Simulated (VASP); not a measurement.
Write the native input for VASP 6.6.1 that does the following.

| Property | Result |
| --- | --- |
| Task | single point |
| Functional | r2SCAN |
| Potentials or basis | VASP PAW PBE potentials, release 64 (Ti_sv, O) |
| Cutoff | 520 eV |
| k mesh | 18 × 18 × 10 |
| Occupations | gaussian, width 0.1 eV |
| Spin | no spin polarisation |
| Dipole correction | no |
| Further INCAR settings | ALGO = Normal; EDIFF = 1e-06; NBANDS = 22 |

The system is Ti2O.

```xyz
3
Lattice="2.9821 0.0000 0.0000 -1.4910 2.5826 0.0000 0.0000 0.0000 4.8570" Properties=species:S:1:pos:R:3 pbc="T T T"
Ti    1.4910    0.8609    1.3024
Ti    0.0000    1.7217    3.5546
O     0.0000    0.0000    0.0000
```

One way to write it, as run:

POSCAR

```
Ti2O
1.0
    2.9820978490      0.0000000000      0.0000000000
   -1.4910489245      2.5825724938      0.0000000000
    0.0000000000      0.0000000000      4.8569799958
Ti O
2 1
Direct
    0.6666666667      0.3333333333      0.2681434430
    0.3333333333      0.6666666667      0.7318565570
    0.0000000000      0.0000000000      0.0000000000
```

INCAR.step1

```
ALGO     = Normal         # electronic algorithm
EDIFF    = 1E-4           # SCF threshold, eV
ENCUT    = 520            # plane-wave cutoff, eV
GGA      = PE             # functional
ISMEAR   = 0              # smearing method
LASPH    = T              # aspherical terms in the spheres
LCHARG   = F              # write CHGCAR
LREAL    = F              # projectors in reciprocal space
LWAVE    = T              # write WAVECAR
NBANDS   = 22             # bands
NELM     = 100            # most SCF steps
PREC     = Accurate       # precision mode
SIGMA    = 0.1            # smearing width, eV
```

INCAR.step2

```
ALGO     = Normal         # electronic algorithm
EDIFF    = 1E-6           # SCF threshold, eV
ENCUT    = 520            # plane-wave cutoff, eV
ISIF     = 2              # what is computed and relaxed
ISMEAR   = 0              # smearing method
ISTART   = 1            
LASPH    = T              # aspherical terms in the spheres
LCHARG   = T              # write CHGCAR
LELF     = T              # ELF
LMIXTAU  = T            
LREAL    = F              # projectors in reciprocal space
LVHAR    = T            
LWAVE    = F              # write WAVECAR
METAGGA  = R2SCAN         # meta-GGA
NBANDS   = 22             # bands
NELM     = 100            # most SCF steps
PREC     = Accurate       # precision mode
SIGMA    = 0.1            # smearing width, eV
```

KPOINTS

```
k-points
0
Gamma
  18 18 10
```

Potentials or basis: VASP PAW PBE potentials, release 64 (Ti_sv, O).

The run is started by

```bash
$ cat potpaw_PBE.64/Ti_sv/POTCAR potpaw_PBE.64/O/POTCAR > POTCAR
$ cp INCAR.step1 INCAR
$ mpirun -np 1 vasp_std > vasp.out
$ cp INCAR.step2 INCAR
$ mpirun -np 1 vasp_std > vasp.out
```

It gave:

```
Pressure               : -4.7 GPa
Largest force          : 0.057 eV/Å
Band gap on the k mesh : zero (bands 15 and 16 overlap by 0.93 eV)
```

Caveat: the cell stands under tension; the PAW data sets were made with another functional, which shifts forces and pressure a little.

It took 5.3 min on 1 thread of Intel(R) Xeon(R) 6975P-C (Granite Rapids) (shared host), peak memory 0.35 GiB.
